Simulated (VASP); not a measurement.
# HfH2 (I4/mmm) in VASP: further runs

The runs below take HfH2 through single point, with PBEsol.

Everything below comes from runs of VASP 6.6.1. Logs are shortened: lines on timing, memory, paths and dates and some standing lists are left out, and cuts for length are marked.

### 1 The cell of the first run

The structure is tetragonal, space group I4/mmm (No. 139). The conventional cell has a = 3.534 Å, b = 3.534 Å, c = 4.187 Å, α = 90.00°, β = 90.00°, γ = 90.00°. Hf (site symmetry 4/mmm) has 8 H at 2.05 Å within 2.7 Å. Within 2.7 Å of H (site symmetry -4m2) lie 4 Hf at 2.05 Å and 6 H at 2.09 to 2.50 Å.

### 2 Single point, PBEsol (biaxial strain in the a-b plane: +2.0 %)

INCAR reads:

```
PREC = Accurate
ENCUT = 520
EDIFF = 1E-6
ISMEAR = 0
SIGMA = 0.1
LREAL = F
LASPH = T
NELM = 100
ALGO = Normal
ISIF = 2
LWAVE = F
LCHARG = T
GGA = PS
LELF = T
LVHAR = T
NBANDS = 21
```

KPOINTS reads:

```
Automatic mesh
0
Gamma
  10 10 8
```

POSCAR reads:

```
HfH2
1.0
    3.5335545017      0.0000000000      0.0000000000
    0.0000000000      3.5335545017      0.0000000000
    0.0000000000      0.0000000000      4.1868195738
Hf H
2 4
Direct
    0.0000000000      0.0000000000      0.0000000000
    0.5000000000      0.5000000000      0.5000000000
    0.0000000000      0.5000000000      0.2500000000
    0.5000000000      0.0000000000      0.2500000000
    0.5000000000      0.0000000000      0.7500000000
    0.0000000000      0.5000000000      0.7500000000
```

Potentials or basis: VASP PAW PBE potentials, release 64 (Hf_pv, H).

Run with:

```
$ cat potpaw_PBE.64/Hf_pv/POTCAR potpaw_PBE.64/H/POTCAR > POTCAR
$ mpirun -np 1 vasp_std > vasp.out
```

OUTCAR:

```text
PREC = Accurate
   ENCUT = 520
   EDIFF = 1E-6
   ISMEAR = 0
   LREAL = F
   LASPH = T
   NELM = 100
   ISIF = 2
   GGA = PS

 ion  position               nearest neighbor table
   1  0.000  0.000  0.000-   3 2.05   4 2.05   5 2.05   6 2.05   3 2.05   6 2.05   4 2.05   5 2.05
                             2 3.26   2 3.26   2 3.26   2 3.26   2 3.26   2 3.26   2 3.26   2 3.26
   2  0.500  0.500  0.500-   3 2.05   4 2.05   5 2.05   6 2.05   4 2.05   5 2.05   3 2.05   6 2.05
                             1 3.26   1 3.26   1 3.26   1 3.26   1 3.26   1 3.26   1 3.26   1 3.26
   3  0.000  0.500  0.250-   1 2.05   2 2.05   1 2.05   2 2.05
   4  0.500  0.000  0.250-   1 2.05   2 2.05   2 2.05   1 2.05
   5  0.500  0.000  0.750-   1 2.05   2 2.05   2 2.05   1 2.05
   6  0.000  0.500  0.750-   1 2.05   2 2.05   1 2.05   2 2.05

  LATTYP: Found a simple tetragonal cell.
 ALAT       =     3.5335545017
 C/A-ratio  =     1.1848747690

  Lattice vectors:

 A1 = (   3.5335545017,   0.0000000000,   0.0000000000)
 A2 = (   0.0000000000,   3.5335545017,   0.0000000000)
 A3 = (   0.0000000000,   0.0000000000,   4.1868195738)

Analysis of symmetry for initial positions (statically):
=====================================================================
 Subroutine PRICEL returns following result:

  LATTYP: Found a body centered tetragonal cell.
 ALAT       =     3.5335545017
 C/A-ratio  =     1.1848747690

  Lattice vectors:

 A1 = (  -1.7667772509,  -1.7667772509,  -2.0934097869)
 A2 = (   1.7667772509,   1.7667772509,  -2.0934097869)
 A3 = (   1.7667772509,  -1.7667772508,   2.0934097869)

   2 primitive cells build up your supercell.

 Routine SETGRP: Setting up the symmetry group for a
 simple tetragonal supercell.

 Subroutine GETGRP returns: Found 16 space group operations
 (whereof 16 operations were pure point group operations)
 out of a pool of 16 trial point group operations.

The static configuration has the point symmetry D_4h.

Analysis of symmetry for dynamics (positions and initial velocities):
=====================================================================
 Subroutine PRICEL returns following result:

  LATTYP: Found a body centered tetragonal cell.
 ALAT       =     3.5335545017
 C/A-ratio  =     1.1848747690

  Lattice vectors:

 A1 = (  -1.7667772509,  -1.7667772509,  -2.0934097869)
 A2 = (   1.7667772509,   1.7667772509,  -2.0934097869)
 A3 = (   1.7667772509,  -1.7667772508,   2.0934097869)

   2 primitive cells build up your supercell.

 Routine SETGRP: Setting up the symmetry group for a
 simple tetragonal supercell.

 Subroutine GETGRP returns: Found 16 space group operations
 (whereof 16 operations were pure point group operations)
 out of a pool of 16 trial point group operations.

The dynamic configuration has the point symmetry D_4h.

 Subroutine INISYM returns: Found 16 space group operations
 (whereof 16 operations are pure point group operations),
 and found     2 'primitive' translations

----------------------------------------------------------------------------------------

                                     Primitive cell

  volume of cell :      26.1383

  direct lattice vectors                    reciprocal lattice vectors
    -1.766777251 -1.766777251 -2.093409787     0.000000000 -0.283001154 -0.238844780
     1.766777251  1.766777251 -2.093409787     0.283001154  0.000000000 -0.238844780
     1.766777251 -1.766777251  2.093409787     0.283001154 -0.283001154  0.000000000

  length of vectors
     3.259657688  3.259657688  3.259657688     0.370319432  0.370319432  0.400224069

  position of ions in fractional coordinates (direct lattice)
     0.000000000  0.000000000  0.000000000
     0.250000000  0.750000000  0.500000000
     0.750000000  0.250000000  0.500000000

  ion indices of the primitive-cell ions
   primitive index   ion index
                 1           1
                 2           3
                 3           4

----------------------------------------------------------------------------------------

 KPOINTS: Automatic mesh

Automatic generation of k-mesh.
 Grid dimensions read from file:
 generate k-points for:   10   10    8

 Generating k-lattice:

  Cartesian coordinates                     Fractional coordinates (reciprocal lattice)
     0.028300115  0.000000000  0.000000000     0.100000000  0.000000000  0.000000000
     0.000000000  0.028300115  0.000000000     0.000000000  0.100000000  0.000000000
     0.000000000  0.000000000  0.029855597     0.000000000  0.000000000  0.125000000

  Length of vectors
     0.028300115  0.028300115  0.029855597

  Shift w.r.t. Gamma in fractional coordinates (k-lattice)
     0.000000000  0.000000000  0.000000000

 Subroutine IBZKPT returns following result:
 ===========================================

 Found    105 irreducible k-points:

 Following reciprocal coordinates:
            Coordinates               Weight
  0.000000  0.000000  0.000000      1.000000
  0.100000  0.000000  0.000000      4.000000
  0.200000  0.000000  0.000000      4.000000
  0.300000  0.000000  0.000000      4.000000
  0.400000  0.000000  0.000000      4.000000
  0.500000  0.000000  0.000000      2.000000
[... 16 lines left out ...]
  0.100000  0.000000  0.125000      8.000000
  0.200000  0.000000  0.125000      8.000000
 [... further k-points ...]
   k-points           NKPTS =    105   k-points in BZ     NKDIM =    105   number of bands    NBANDS=     21
   number of dos      NEDOS =    301   number of ions     NIONS =      6
   total plane-waves  NPLWV =  25088
   dimension x,y,z NGX =    28 NGY =   28 NGZ =   32
   dimension x,y,z NGXF=    56 NGYF=   56 NGZF=   64
   ions per type =               2   4
   NGX,Y,Z   is equivalent  to a cutoff of  13.17, 13.17, 12.71 a.u.
   NGXF,Y,Z  is equivalent  to a cutoff of  26.35, 26.35, 25.41 a.u.
 SYSTEM =  unknown system
   PREC   = accura    normal or accurate (medium, high low for compatibility)
   ISTART =      0    job   : 0-new  1-cont  2-samecut
   ICHARG =      2    charge: 1-file 2-atom 10-const
   ISPIN  =      1    spin polarized calculation?
   LNONCOLLINEAR =      F non collinear calculations
   LSORBIT =      F    spin-orbit coupling
   LASPH  =      T    aspherical Exc in radial PAW
   ENCUT  =  520.0 eV  38.22 Ry    6.18 a.u.   6.57  6.57  7.78*2*pi/ulx,y,z
   NELM   =    100;   NELMIN=  2; NELMDL= -5     # of ELM steps
   EDIFF  = 0.1E-05   stopping-criterion for ELM
   LREAL  =      F    real-space projection
   EDIFFG = 0.1E-04   stopping-criterion for IOM
   NSW    =      0    number of steps for IOM
   IBRION =     -1    ionic relax: 0-MD 1-quasi-New 2-CG
   NFREE  =      0    steps in history (QN), initial steepest desc. (CG)
   ISIF   =      2    stress and relaxation
   ISYM   =      2    0-nonsym 1-usesym 2-fastsym
   POTIM  = 0.5000    time-step for ionic-motion
   TEBEG  =    0.0;   TEEND  =   0.0 temperature during run
   PSTRESS=    0.0 pullay stress
   NELECT =      24.0000    total number of electrons
   NUPDOWN=      -1.0000    fix difference up-down
   EMIN   =  10.00;   EMAX   =-10.00  energy-range for DOS
   EFERMI =   0.00;   METHOD = LEGACY
   ISMEAR =     0;   SIGMA  =   0.10  broadening in eV -4-tet -1-fermi 0-gaus
   EFERMI_NEDOS =   21; number of points for ismear=-14 and -15
   IALGO  =     38    algorithm
   IMIX   =      4    mixing-type and parameters
     AMIX     =   0.40;   BMIX     =  1.00
     AMIX_MAG =   1.60;   BMIX_MAG =  1.00
  volume/ion in A,a.u.               =       8.71        58.80
  Fermi-wavevector in a.u.,A,eV,Ry     =   1.262920  2.386573 21.700855  1.594968
  Thomas-Fermi vector in A             =   2.396304
   LORBIT       =      0    0 simple, 1 ext, 2 COOP (PROOUT), +10 PAW based schemes
   GGA     = PS    functional components
   LHFCALC =     F    Hartree Fock is set to
   AEXX    =    0.0000 exact exchange contribution
   IVDW    =     0    specifies the selected vdW correction
   LEPSILON=     F    determine dielectric tensor
   LRPA    =     F    only Hartree local field effects (RPA)
 non-spin polarized calculation
 Gauss-broadening in eV      SIGMA  =   0.10
  energy-cutoff  :      520.00
  volume of cell :       52.28
 maximum number of plane-waves:      1432
 NGX is ok and might be reduce to    28
   NGX = 13   NGY = 13   NGZ = 15

 number of electron      24.0000000 magnetization

 Free energy of the ion-electron system (eV)
  ---------------------------------------------------
  ext. energy  EPLUGINS =         0.00000000
  ---------------------------------------------------
  free energy    TOTEN  =       -37.55144763 eV

  energy without entropy =      -37.54759774  energy(sigma->0) =      -37.54952268

 E-fermi :   5.2119     XC(G=0): -11.5778

 val. band max:        5.1968619161   @ k =   0.1000   0.0000   0.3750
 cond. band min:       5.2318170809   @ k =   0.4000   0.0000   0.3750
 fundamental gap:      0.0349551648
 Fermi energy:         5.2119460633

 k-point     1 :       0.0000    0.0000    0.0000
  band No.  band energies     occupation
      1     -26.0829      2.00000
      2     -25.9148      2.00000
      3     -25.9148      2.00000
      4     -25.6134      2.00000
      5     -25.6134      2.00000
      6     -25.5534      2.00000
[... 13 lines left out ...]
     20      10.4922      0.00000
     21      10.4922      0.00000

 k-point     2 :       0.1000    0.0000    0.0000
  band No.  band energies     occupation
      1     -26.0681      2.00000
      2     -25.9267      2.00000
      3     -25.9064      2.00000
      4     -25.6413      2.00000
      5     -25.6196      2.00000
      6     -25.5642      2.00000
[... 13 lines left out ...]
     20      10.3209      0.00000
     21      11.7830      0.00000

 k-point     3 :       0.2000    0.0000    0.0000
  band No.  band energies     occupation
      1     -26.0254      2.00000
      2     -25.9558      2.00000
      3     -25.8821      2.00000
      4     -25.7155      2.00000
      5     -25.6380      2.00000
      6     -25.5963      2.00000
[... 13 lines left out ...]
     20      11.2059      0.00000
     21      13.4767      0.00000

 k-point     4 :       0.3000    0.0000    0.0000
  band No.  band energies     occupation
      1     -25.9847      2.00000
      2     -25.9605      2.00000
      3     -25.8452      2.00000
      4     -25.8124      2.00000
      5     -25.6677      2.00000
      6     -25.6482      2.00000
[... 13 lines left out ...]
     20      12.3983      0.00000
     21      13.8623      0.00000

 k-point     5 :       0.4000    0.0000    0.0000
  band No.  band energies     occupation
      1     -25.9936      2.00000
      2     -25.9040      2.00000
      3     -25.8812      2.00000
      4     -25.8002      2.00000
      5     -25.7168      2.00000
      6     -25.7068      2.00000
[... 13 lines left out ...]
     20      12.3597      0.00000
     21      12.6466      0.00000

 k-point     6 :       0.5000    0.0000    0.0000
  band No.  band energies     occupation
      1     -25.9678      2.00000
      2     -25.9678      2.00000
      3     -25.7970      2.00000
      4     -25.7970      2.00000
      5     -25.7524      2.00000
      6     -25.7524      2.00000
[... 13 lines left out ...]
     20      11.6756      0.00000
     21      13.4411      0.00000

 k-point     7 :       0.1000    0.1000    0.0000
  band No.  band energies     occupation
      1     -26.0538      2.00000
      2     -25.9429      2.00000
      3     -25.8942      2.00000
      4     -25.6736      2.00000
      5     -25.6204      2.00000
      6     -25.5743      2.00000
[... 13 lines left out ...]
     20      10.4941      0.00000
     21      11.2520      0.00000
[... 291 lines left out ...]
      1     -26.1812      2.00000
      2     -26.1812      2.00000
      3     -25.7713      2.00000
      4     -25.7713      2.00000
      5     -25.6904      2.00000
      6     -25.6904      2.00000
[... 13 lines left out ...]
     20      12.2085      0.00000
     21      12.8920      0.00000

 k-point    21 :       0.5000    0.5000    0.0000
  band No.  band energies     occupation
      1     -26.2010      2.00000
      2     -26.2010      2.00000
      3     -25.7685      2.00000
      4     -25.7685      2.00000
      5     -25.6863      2.00000
      6     -25.6863      2.00000
[... 13 lines left out ...]
     20      11.7225      0.00000
     21      12.5058      0.00000

 k-point    22 :       0.0000    0.0000    0.1250
  band No.  band energies     occupation
      1     -26.0673      2.00000
      2     -25.9034      2.00000
      3     -25.9034      2.00000
      4     -25.6249      2.00000
      5     -25.6249      2.00000
      6     -25.5786      2.00000
[... 13 lines left out ...]
     20      11.9428      0.00000
     21      11.9428      0.00000

 k-point    23 :       0.1000    0.0000    0.1250
  band No.  band energies     occupation
      1     -26.0606      2.00000
      2     -25.9084      2.00000
      3     -25.8955      2.00000
      4     -25.6677      2.00000
      5     -25.6306      2.00000
      6     -25.5725      2.00000
[... 13 lines left out ...]
     20      11.2478      0.00000
     21      12.3560      0.00000

 k-point    24 :       0.2000    0.0000    0.1250
  band No.  band energies     occupation
      1     -26.0501      2.00000
      2     -25.9089      2.00000
      3     -25.8727      2.00000
      4     -25.7559      2.00000
      5     -25.6472      2.00000
      6     -25.5849      2.00000
[... 13 lines left out ...]
     20      11.1229      0.00000
     21      13.5644      0.00000

 [... further k-points ...]
[... 5 lines left out ...]
  --------------------------------------------------------------------------------------
  -------------------------------------------------------------------------------------
  Total       -2.0335169     -2.0335169     -0.9936156      0.0000000      0.0000000     -0.0000000
  in kB      -62.3233124    -62.3233124    -30.4523734      0.0000000      0.0000000     -0.0000000
  external PRESSURE =     -51.6996661 kB  Pullay stress =       0.0000000 kB

 VOLUME and BASIS-vectors are now :
 -----------------------------------------------------------------------------
  energy-cutoff  :      520.00
  volume of cell :       52.28
      direct lattice vectors                 reciprocal lattice vectors
     3.533554502  0.000000000  0.000000000     0.283001154  0.000000000  0.000000000
     0.000000000  3.533554502  0.000000000     0.000000000  0.283001154  0.000000000
     0.000000000  0.000000000  4.186819574     0.000000000  0.000000000  0.238844780

 POSITION                                       TOTAL-FORCE (eV/Angst)
 -----------------------------------------------------------------------------------
      0.00000      0.00000      0.00000        -0.000000     -0.000000     -0.000000
      1.76678      1.76678      2.09341         0.000000      0.000000      0.000000
      0.00000      1.76678      1.04670        -0.000000     -0.000000     -0.000000
      1.76678      0.00000      1.04670        -0.000000     -0.000000     -0.000000
      1.76678      0.00000      3.14011        -0.000000     -0.000000     -0.000000
      0.00000      1.76678      3.14011         0.000000     -0.000000     -0.000000
 -----------------------------------------------------------------------------------
    total drift:                                0.000000      0.000000      0.000000

  FREE ENERGIE OF THE ION-ELECTRON SYSTEM (eV)
  ---------------------------------------------------
  free  energy   TOTEN  =       -37.5514476272 eV

  energy  without entropy=      -37.5475977405  energy(sigma->0) =      -37.54952268
```

It took 63 s on 1 thread of Intel Xeon Platinum 8559C (Emerald Rapids), shared host; peak memory 0.23 GiB.

Results:

```
Free energy            : -37.5514 eV
Pressure               : -5.2 GPa
Band gap on the k mesh : zero (band 12 reaches 5.86 eV, above the bottom of band 13 at 4.82 eV)
```

Stress tensor (GPa, compression positive):
```
-6.23  0.00  0.00
 0.00 -6.23  0.00
 0.00  0.00 -3.05
```

Caveat: the cell differs from its parent crystal (biaxial strain in the a-b plane: +2.0 %); the PAW data sets were made with another functional, which shifts forces and pressure a little; spin-orbit coupling is left out, which moves the levels of the heavy elements.

### 3 Single point, PBEsol (biaxial strain in the a-b plane: +3.0 %, then relaxed in part)

INCAR reads:

```
SYSTEM = HfH2
PREC = Accurate
ENCUT = 520
EDIFF = 1E-7
ISMEAR = 0
SIGMA = 0.1
LREAL = .False.
LASPH = .True.
NELM = 80
ALGO = Normal
ISIF = 2
LWAVE = .False.
LCHARG = .False.
GGA = PS
NBANDS = 21
```

KPOINTS reads:

```
regular mesh
0
Gamma
  10 10 8
  0 0 0
```

Edit POSCAR of step 2 so:

```diff
@@ -2,5 +2,5 @@
 1.0
-    3.5335545017      0.0000000000      0.0000000000
-    0.0000000000      3.5335545017      0.0000000000
-    0.0000000000      0.0000000000      4.1868195738
+    3.5681971929      0.0000000000      0.0000000000
+    0.0000000000      3.5681971929      0.0000000000
+    0.0000000000      0.0000000000      4.0853116817
 Hf H
```

Potentials or basis: VASP PAW PBE potentials, release 64 (Hf_pv, H).

Run with:

```
$ cat potpaw_PBE.64/Hf_pv/POTCAR potpaw_PBE.64/H/POTCAR > POTCAR
$ mpirun -np 1 vasp_std > vasp.out
```

Wall time 72 s (1 thread of Intel Xeon Platinum 8559C (Emerald Rapids), shared host); peak memory 0.22 GiB.

The run converged. Its results:

```
Free energy            : -37.5234 eV
Pressure               : -5.0 GPa
Band gap on the k mesh : zero (band 12 reaches 5.80 eV, above the bottom of band 13 at 4.89 eV)
```

Stress tensor (GPa, compression positive):
```
-7.22  0.00  0.00
 0.00 -7.22  0.00
 0.00  0.00 -0.63
```

Levels at points of the mesh, in eV from the Fermi level:
| k point | band 10 | band 11 | band 12 | band 13 | band 14 | band 15 |
| --- | --- | --- | --- | --- | --- | --- |
| (0.00, 0.00, 0.00) | -3.38 | -0.77 | -0.33 | -0.33 | 0.97 | 1.34 |
| (0.50, 0.00, 0.00) | -4.54 | -1.41 | -1.41 | 0.73 | 0.73 | 1.76 |
| (0.50, 0.50, 0.00) | -5.98 | -4.17 | -4.17 | 3.58 | 3.58 | 3.62 |
| (0.00, 0.00, 0.50) | -5.94 | 0.58 | 0.58 | 0.58 | 0.58 | 1.53 |
| (0.50, 0.00, 0.50) | -5.06 | -1.13 | -1.13 | 1.31 | 1.31 | 3.48 |
| (0.50, 0.50, 0.50) | -6.11 | -2.20 | -2.20 | 1.88 | 1.88 | 3.65 |

Caveat: the cell differs from its parent crystal (biaxial strain in the a-b plane: +3.0 %, then relaxed in part); the PAW data sets were made with another functional, which shifts forces and pressure a little; spin-orbit coupling is left out, which moves the levels of the heavy elements.

(Part 1 of 2 ends here.)
